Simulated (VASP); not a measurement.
# TiC (Fm-3m) in VASP: notebook, part 2 of 2

VASP 6.6.1. The steps go on from the part before.

## (5) Single point, PBEsol

This run uses another cell than the first one, of 10.16 Å³/atom, 1.004 times its volume.

File INCAR:

```
  ALGO = Normal
  EDIFF = 1E-6
  ENCUT = 520
  GGA = PS
  ISIF = 2
  ISMEAR = -1
  LASPH = T
  LCHARG = F
  LREAL = F
  LWAVE = F
  NBANDS = 15
  NELM = 80
  PREC = Accurate
  SIGMA = 0.15
```

File KPOINTS:

```
k-points
0
Gamma
  11 11 11
```

File POSCAR:

```
TiC
1.0
    0.0000000000      2.1657188450      2.1657188450
    2.1657188450      0.0000000000      2.1657188450
    2.1657188450      2.1657188450      0.0000000000
Ti C
1 1
Direct
    0.0000000000      0.0000000000      0.0000000000
    0.5000000000      0.5000000000      0.5000000000
```

Potentials or basis: VASP PAW PBE potentials, release 64 (Ti_sv, C).

Run with:

```console
$ cat potpaw_PBE.64/Ti_sv/POTCAR potpaw_PBE.64/C/POTCAR > POTCAR
$ mpirun -np 1 vasp_std > vasp.out
```

OUTCAR:

```text
EDIFF = 1E-6
   ENCUT = 520
   GGA = PS
   ISIF = 2
   ISMEAR = -1
   LASPH = T
   LREAL = F
   NELM = 80
   PREC = Accurate

 ion  position               nearest neighbor table
   1  0.000  0.000  0.000-   2 2.17   2 2.17   2 2.17   2 2.17   2 2.17   2 2.17
   2  0.500  0.500  0.500-   1 2.17   1 2.17   1 2.17   1 2.17   1 2.17   1 2.17

  LATTYP: Found a face centered cubic cell.
 ALAT       =     4.3314376900

  Lattice vectors:

[... 607 lines left out ...]
      8       7.3445      2.00000
      9      10.8294      0.00007
     10      11.9616      0.00000
     11      12.8876      0.00000
     12      13.6884      0.00000
     13      16.6046      0.00000
     14      21.0469      0.00000
     15      22.7490      0.00000

 [... further k-points ...]
[... 5 lines left out ...]
  --------------------------------------------------------------------------------------
  -------------------------------------------------------------------------------------
  Total       -0.8123411     -0.8123411     -0.8123411      0.0000000      0.0000000      0.0000000
  in kB      -64.0638108    -64.0638108    -64.0638108      0.0000000      0.0000000      0.0000000
  external PRESSURE =     -64.0638108 kB  Pullay stress =       0.0000000 kB

 VOLUME and BASIS-vectors are now :
 -----------------------------------------------------------------------------
  energy-cutoff  :      520.00
  volume of cell :       20.32
      direct lattice vectors                 reciprocal lattice vectors
     0.000000000  2.165718845  2.165718845    -0.230870226  0.230870226  0.230870226
     2.165718845  0.000000000  2.165718845     0.230870226 -0.230870226  0.230870226
     2.165718845  2.165718845  0.000000000     0.230870226  0.230870226 -0.230870226

 POSITION                                       TOTAL-FORCE (eV/Angst)
 -----------------------------------------------------------------------------------
      0.00000      0.00000      0.00000        -0.000000      0.000000      0.000000
      2.16572      2.16572      2.16572         0.000000     -0.000000     -0.000000
 -----------------------------------------------------------------------------------
    total drift:                                0.000000     -0.000000     -0.000000

  FREE ENERGIE OF THE ION-ELECTRON SYSTEM (eV)
  ---------------------------------------------------
  free  energy   TOTEN  =       -19.8034318165 eV

  energy  without entropy=      -19.7782216114  energy(sigma->0) =      -19.79082671
```

OSZICAR:

```text
N       E                     dE             d eps       ncg     rms          rms(c)
DAV:   1     0.116298210454E+03    0.11630E+03   -0.80958E+03  1687   0.127E+03
DAV:   2    -0.177677026092E+02   -0.13407E+03   -0.12549E+03  1827   0.339E+02
DAV:   3    -0.249189651300E+02   -0.71513E+01   -0.70194E+01  2088   0.777E+01
DAV:   4    -0.252160555055E+02   -0.29709E+00   -0.29688E+00  2216   0.141E+01
DAV:   5    -0.252211569594E+02   -0.51015E-02   -0.51007E-02  2098   0.171E+00    0.184E+01
DAV:   6    -0.203929540393E+02    0.48282E+01   -0.11223E+01  2363   0.559E+01    0.669E+00
DAV:   7    -0.198490029260E+02    0.54395E+00   -0.20045E+00  1989   0.197E+01    0.496E+00
DAV:   8    -0.198164547413E+02    0.32548E-01   -0.10903E-01  1870   0.366E+00    0.314E+00
DAV:   9    -0.198080101084E+02    0.84446E-02   -0.95668E-02  2227   0.398E+00    0.853E-01
DAV:  10    -0.198056525778E+02    0.23575E-02   -0.11015E-02  2200   0.149E+00    0.668E-01
DAV:  11    -0.198035082239E+02    0.21444E-02   -0.34876E-03  1981   0.816E-01    0.141E-01
DAV:  12    -0.198034426207E+02    0.65603E-04   -0.27012E-04  2037   0.161E-01    0.504E-02
DAV:  13    -0.198034317648E+02    0.10856E-04   -0.32799E-05  1974   0.470E-02    0.638E-03
DAV:  14    -0.198034318165E+02   -0.51718E-07   -0.80681E-07  1628   0.723E-03
   1 F= -.19803432E+02 E0= -.19790827E+02  d E =-.252102E-01
```

stdout:

```text
POSCAR found type information on POSCAR TiC
 POSCAR found :  2 types and       2 ions
 scaLAPACK will be used
 -----------------------------------------------------------------------------
|                                                                             |
|                                                                             |
|     You enforced a specific xc type in the INCAR file but a different       |
|     I HOPE YOU KNOW WHAT YOU ARE DOING!                                     |
|                                                                             |
 -----------------------------------------------------------------------------

 LDA part: xc-table for (Slater+PW92), standard interpolation
 POSCAR, INCAR and KPOINTS ok, starting setup
 FFT: planning ... GRIDC
 FFT: planning ... GRID_SOFT
 FFT: planning ... GRID
 WAVECAR not read
 entering main loop
```

Wall time 37 s (1 thread of AMD EPYC 7R13, shared host); peak memory 0.12 GiB.

Results:

* Free energy: -19.8034 eV
* Pressure: -6.4 GPa
* Band gap on the k mesh: zero (band 8 reaches 9.97 eV, above the bottom of band 9 at 8.89 eV)

Levels at points of the mesh, in eV from the Fermi level:
```tsv
k point	band 6	band 7	band 8	band 9	band 10	band 11
(0.00, 0.00, 0.00)	0.67	0.67	0.67	1.71	1.71	1.71
```

Caveat: the PAW data sets were made with another functional, which shifts forces and pressure a little.

## (6) Single point, PBE

This run uses another cell than the first one, of 10.16 Å³/atom, 1.004 times its volume.

File INCAR:

```
ALGO     = Normal         # electronic algorithm
EDIFF    = 1E-6           # SCF threshold, eV
ENCUT    = 520            # plane-wave cutoff, eV
GGA      = PE             # functional
ISIF     = 2              # what is computed and relaxed
ISMEAR   = -1             # smearing method
LASPH    = True           # aspherical terms in the spheres
LCHARG   = False          # write CHGCAR
LREAL    = False          # projectors in reciprocal space
LWAVE    = False          # write WAVECAR
NBANDS   = 15             # bands
NELM     = 100            # most SCF steps
PREC     = Accurate       # precision mode
SIGMA    = 0.06           # smearing width, eV
```

File KPOINTS:

```
k-points
0
Gamma
  6 6 6
```

File POSCAR:

```
TiC
1.0
    0.0000000000      2.1657188437      2.1657188437
    2.1657188437      0.0000000000      2.1657188437
    2.1657188437      2.1657188437      0.0000000000
Ti C
1 1
Direct
    0.0000000000      0.0000000000      0.0000000000
    0.5000000000      0.5000000000      0.5000000000
```

Potentials or basis: VASP PAW PBE potentials, release 64 (Ti_sv, C).

Run with:

```console
$ cat potpaw_PBE.64/Ti_sv/POTCAR potpaw_PBE.64/C/POTCAR > POTCAR
$ mpirun -np 1 vasp_std > vasp.out
```

OUTCAR:

```text
EDIFF = 1E-6
   ENCUT = 520
   GGA = PE
   ISIF = 2
   ISMEAR = -1
   LASPH = True
   LREAL = False
   NELM = 100
   PREC = Accurate

 ion  position               nearest neighbor table
   1  0.000  0.000  0.000-   2 2.17   2 2.17   2 2.17   2 2.17   2 2.17   2 2.17
   2  0.500  0.500  0.500-   1 2.17   1 2.17   1 2.17   1 2.17   1 2.17   1 2.17

  LATTYP: Found a face centered cubic cell.
 ALAT       =     4.3314376874

  Lattice vectors:

[... 462 lines left out ...]

------------------------ aborting loop because EDIFF is reached ----------------------------------------

  FORCE on cell =-STRESS in cart. coord.  units (eV):
  Direction    XX          YY          ZZ          XY          YZ          ZX
  --------------------------------------------------------------------------------------
  -------------------------------------------------------------------------------------
  Total        0.0547014      0.0547014      0.0547014      0.0000000      0.0000000     -0.0000000
  in kB        4.3139248      4.3139248      4.3139248      0.0000000      0.0000000     -0.0000000
  external PRESSURE =       4.3139248 kB  Pullay stress =       0.0000000 kB

 VOLUME and BASIS-vectors are now :
 -----------------------------------------------------------------------------
  energy-cutoff  :      520.00
  volume of cell :       20.32
      direct lattice vectors                 reciprocal lattice vectors
     0.000000000  2.165718844  2.165718844    -0.230870227  0.230870227  0.230870227
     2.165718844  0.000000000  2.165718844     0.230870227 -0.230870227  0.230870227
     2.165718844  2.165718844  0.000000000     0.230870227  0.230870227 -0.230870227

 POSITION                                       TOTAL-FORCE (eV/Angst)
 -----------------------------------------------------------------------------------
      0.00000      0.00000      0.00000        -0.000000      0.000000      0.000000
      2.16572      2.16572      2.16572         0.000000     -0.000000     -0.000000
 -----------------------------------------------------------------------------------
    total drift:                                0.000000     -0.000000     -0.000000

  FREE ENERGIE OF THE ION-ELECTRON SYSTEM (eV)
  ---------------------------------------------------
  free  energy   TOTEN  =       -18.6999118983 eV

  energy  without entropy=      -18.6932225228  energy(sigma->0) =      -18.69656721
```

OSZICAR:

```text
N       E                     dE             d eps       ncg     rms          rms(c)
DAV:   1     0.114862979705E+03    0.11486E+03   -0.80273E+03   487   0.127E+03
DAV:   2    -0.174111666573E+02   -0.13227E+03   -0.12296E+03   536   0.332E+02
DAV:   3    -0.241449270358E+02   -0.67338E+01   -0.66832E+01   596   0.747E+01
DAV:   4    -0.243118705093E+02   -0.16694E+00   -0.16681E+00   653   0.113E+01
DAV:   5    -0.243153721971E+02   -0.35017E-02   -0.35017E-02   575   0.142E+00    0.183E+01
DAV:   6    -0.193585254799E+02    0.49568E+01   -0.11996E+01   655   0.563E+01    0.707E+00
DAV:   7    -0.187393720894E+02    0.61915E+00   -0.22623E+00   536   0.209E+01    0.493E+00
DAV:   8    -0.187118568714E+02    0.27515E-01   -0.11212E-01   529   0.364E+00    0.334E+00
DAV:   9    -0.187031442233E+02    0.87126E-02   -0.90060E-02   667   0.417E+00    0.715E-01
DAV:  10    -0.187020114340E+02    0.11328E-02   -0.11090E-02   572   0.129E+00    0.623E-01
DAV:  11    -0.187001909630E+02    0.18205E-02   -0.33193E-03   529   0.759E-01    0.206E-01
DAV:  12    -0.186999339947E+02    0.25697E-03   -0.51483E-04   719   0.312E-01    0.517E-02
DAV:  13    -0.186999120755E+02    0.21919E-04   -0.72221E-05   588   0.885E-02    0.110E-02
DAV:  14    -0.186999118983E+02    0.17717E-06   -0.47915E-06   537   0.249E-02
   1 F= -.18699912E+02 E0= -.18696567E+02  d E =-.668938E-02
```

stdout:

```text
POSCAR found type information on POSCAR TiC
 POSCAR found :  2 types and       2 ions
 scaLAPACK will be used
 LDA part: xc-table for (Slater+PW92), standard interpolation
 POSCAR, INCAR and KPOINTS ok, starting setup
 FFT: planning ... GRIDC
 FFT: planning ... GRID_SOFT
 FFT: planning ... GRID
 WAVECAR not read
 entering main loop
```

Wall time 5.8 s (1 thread of Intel Xeon 6975P-C, shared host); peak memory 0.14 GiB.

What came out:

```
Free energy            : -18.6999 eV
Pressure               : 0.4 GPa
Band gap on the k mesh : zero (band 8 reaches 10.11 eV, above the bottom of band 9 at 9.07 eV)
```

Levels at points of the mesh, in eV from the Fermi level:
| k point | band 4 | band 5 | band 6 | band 7 | band 8 | band 9 | band 10 | band 11 | band 12 | band 13 |
| --- | --- | --- | --- | --- | --- | --- | --- | --- | --- | --- |
| (0.00, 0.00, 0.00) | -32.51 | -12.29 | 0.80 | 0.80 | 0.80 | 1.79 | 1.79 | 1.79 | 1.82 | 1.82 |
| (0.50, 0.00, 0.00) | -32.55 | -8.81 | -5.73 | -2.79 | -2.79 | 3.02 | 3.02 | 4.20 | 8.26 | 8.26 |
| (0.50, 0.50, 0.00) | -32.67 | -10.00 | -3.32 | -1.51 | 0.07 | 0.07 | 2.81 | 3.62 | 3.62 | 5.90 |

Caveat: the k points lie up to 0.42 Å⁻¹ apart.

## (7) Overview

| task | level | cell | k mesh | cutoff (eV) | smearing | gap on the mesh (eV) | pressure (GPa) | relaxed volume (Å³/atom) |
| --- | --- | --- | --- | --- | --- | --- | --- | --- |
| single point | BLYP+D4 | a = 3.058 Å, angles 60.0°, 2 atoms | 11 × 11 × 11 | 520 | fermi-dirac 0.05 eV | none | 0.4 | - |
| relaxation of cell and atoms | PBE+D4 | relaxed from a = 3.063 Å, angles 60.0°, 2 atoms | 11 × 11 × 11 | 600 | fermi-dirac 0.05 eV | none | 0.0 | 9.98 |
| relaxation of cell and atoms | BLYP+D4 | relaxed from a = 3.063 Å, angles 60.0°, 2 atoms | 11 × 11 × 11 | 600 | fermi-dirac 0.05 eV | none | 0.0 | 10.13 |
| single point | PBEsol | a = 3.063 Å, angles 60.0°, 2 atoms | 11 × 11 × 11 | 520 | fermi-dirac 0.15 eV | none | -6.4 | - |
| single point | PBE | a = 3.063 Å, angles 60.0°, 2 atoms | 6 × 6 × 6 | 520 | fermi-dirac 0.06 eV | none | 0.4 | - |

Alike in all rows: potentials or basis VASP PAW PBE potentials, release 64 (Ti_sv, C); no spin polarisation.

Caveats: some runs use coarse meshes; the PAW data sets were made with another functional, which shifts forces and pressure a little (some runs); pairwise dispersion overbinds metals, which lowers pressure and volume (some runs).

Total energies depend on the potentials used, so only differences within one code and one set of settings carry meaning.
